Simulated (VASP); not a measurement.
Here is a VASP 6.6.1 calculation.

The input INCAR:

```
SYSTEM = Zn33S32
PREC = Accurate ; ENCUT = 400
EDIFF = 1E-6 ; ISMEAR = -1
SIGMA = 0.05 ; LREAL = Auto
LASPH = .True. ; NELM = 120
ALGO = Normal ; ISIF = 2
LWAVE = .False. ; LCHARG = .False.
GGA = PS ; NBANDS = 332
NELECT = 586.0 ; ISYM = -1
GGA_COMPAT = .False.
```

KPOINTS

```
explicit points
1
Reciprocal
  0.25000000   0.25000000   0.25000000 1
```

Contents of POSCAR:

```
Zn33S32
1.0
   10.7125360000      0.0000000000      0.0000000000
    0.0000000000     10.7125360000      0.0000000000
    0.0000000000      0.0000000000     10.7125360000
Zn S
33 32
Direct
    0.9999190000      0.0003160000      0.0010150000
    0.9998320000      0.0003590000      0.4989950000
    0.0002500000      0.5005040000      0.0007070000
    0.9999580000      0.5002440000      0.4995220000
    0.5000380000      0.0005080000      0.0006850000
    0.4997920000      0.0003220000      0.4994110000
    0.5001370000      0.5003220000      0.0149640000
    0.4998880000      0.5003080000      0.4851200000
    0.2487040000      0.2492490000      0.0012250000
    0.2412540000      0.2416470000      0.4912380000
    0.2418310000      0.7588880000      0.0085660000
    0.2488220000      0.7516670000      0.4989530000
    0.7590620000      0.2416460000      0.0091700000
    0.7509990000      0.2491900000      0.4988410000
    0.7513140000      0.7517580000      0.0016280000
    0.7589960000      0.7593950000      0.4912900000
    0.2490270000      0.0002270000      0.2498530000
    0.2489660000      0.0003550000      0.7500560000
    0.2490310000      0.5003270000      0.2500160000
    0.2352770000      0.5003510000      0.7500160000
    0.7506930000      0.0004070000      0.2501100000
    0.7509320000      0.0004950000      0.7501330000
    0.7508490000      0.5004680000      0.2503920000
    0.7649560000      0.5006040000      0.7501490000
    0.9998840000      0.2494490000      0.2500060000
    0.9999090000      0.2496290000      0.7498830000
    0.0001590000      0.7511530000      0.2501560000
    0.0002750000      0.7510920000      0.7503040000
    0.4998540000      0.2495870000      0.2499740000
    0.5001250000      0.2353690000      0.7501670000
    0.5001050000      0.7510310000      0.2503030000
    0.5004530000      0.7652450000      0.7499360000
    0.4995910000      0.4998040000      0.7494380000
    0.1244090000      0.1248780000      0.1251730000
    0.1240650000      0.1245420000      0.6255760000
    0.1242840000      0.6244350000      0.1253270000
    0.1229010000      0.6270290000      0.6228670000
    0.6239190000      0.1247160000      0.1253560000
    0.6266930000      0.1231780000      0.6228700000
    0.6269510000      0.6272150000      0.1269610000
    0.6252300000      0.6255420000      0.6243420000
    0.3727240000      0.3732150000      0.1267300000
    0.3739090000      0.3740910000      0.6238720000
    0.3759610000      0.8757320000      0.1254760000
    0.3727540000      0.8769690000      0.6230760000
    0.8754530000      0.3763870000      0.1254750000
    0.8764130000      0.3731980000      0.6229120000
    0.8752430000      0.8756210000      0.1254780000
    0.8755350000      0.8757160000      0.6259900000
    0.3755620000      0.1244600000      0.3741820000
    0.3726430000      0.1232540000      0.8767000000
    0.3726390000      0.6270230000      0.3729850000
    0.3744830000      0.6255800000      0.8752680000
    0.8749620000      0.1249110000      0.3745380000
    0.8753850000      0.1247200000      0.8740700000
    0.8754400000      0.6243260000      0.3744640000
    0.8767650000      0.6273830000      0.8770780000
    0.1240340000      0.3759730000      0.3742800000
    0.1228390000      0.3731260000      0.8766010000
    0.1244780000      0.8754590000      0.3745730000
    0.1242550000      0.8756880000      0.8741920000
    0.6266040000      0.3731420000      0.3729200000
    0.6251790000      0.3747640000      0.8752020000
    0.6238830000      0.8757070000      0.3744360000
    0.6270450000      0.8772220000      0.8770270000
```

Potentials or basis: VASP PAW PBE potentials, release 64 (Zn, S).

Launch:

```console
$ cat potpaw_PBE.64/Zn/POTCAR potpaw_PBE.64/S/POTCAR > POTCAR
$ mpirun -np 1 vasp_std > vasp.out
```

(1) Estimate the largest force.

Answers

(1) 0.023 eV/Å.

Caveat: the cell carries a net charge on a neutralising background, which shifts energy and pressure; the PAW data sets were made with another functional, which shifts forces and pressure a little.
